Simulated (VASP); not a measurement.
**Mg: single point with LDA**

The system is Mg.

```
CELL_PARAMETERS angstrom
0.00000 1.87136 1.87136
1.87136 0.00000 1.87136
1.87136 1.87136 0.00000
ATOMIC_POSITIONS crystal
Mg 0.00000 0.00000 0.00000
```

```json
{"Program": "VASP 6.6.1", "Task": "single point", "Functional": "LDA", "Potentials or basis": "VASP PAW LDA potentials, release 64 (Mg)", "Cutoff": "600 eV", "k mesh": "18 × 18 × 18", "Occupations": "fermi-dirac, width 0.08 eV", "Spin": "no spin polarisation"}
```

```json
{"Pressure": "53.3 GPa", "Band gap on the k mesh": "zero (band 1 reaches 7.60 eV, above the bottom of band 2 at 4.86 eV)"}
```

Levels at points of the mesh, in eV from the Fermi level:
| k point | band 1 | band 2 | band 3 | band 4 | band 5 |
| --- | --- | --- | --- | --- | --- |
| (0.00, 0.00, 0.00) | -9.66 | 16.15 | 16.15 | 16.15 | 19.58 |
| (0.50, 0.00, 0.00) | -2.63 | -1.32 | 14.54 | 14.54 | 17.97 |
| (0.50, 0.50, 0.00) | -0.23 | 0.83 | 7.05 | 10.54 | 10.54 |

Run time: 12 s on 1 thread of AMD EPYC 9R45 96-Core Processor (Zen 5), with other jobs on the host, peak memory 0.11 GiB.
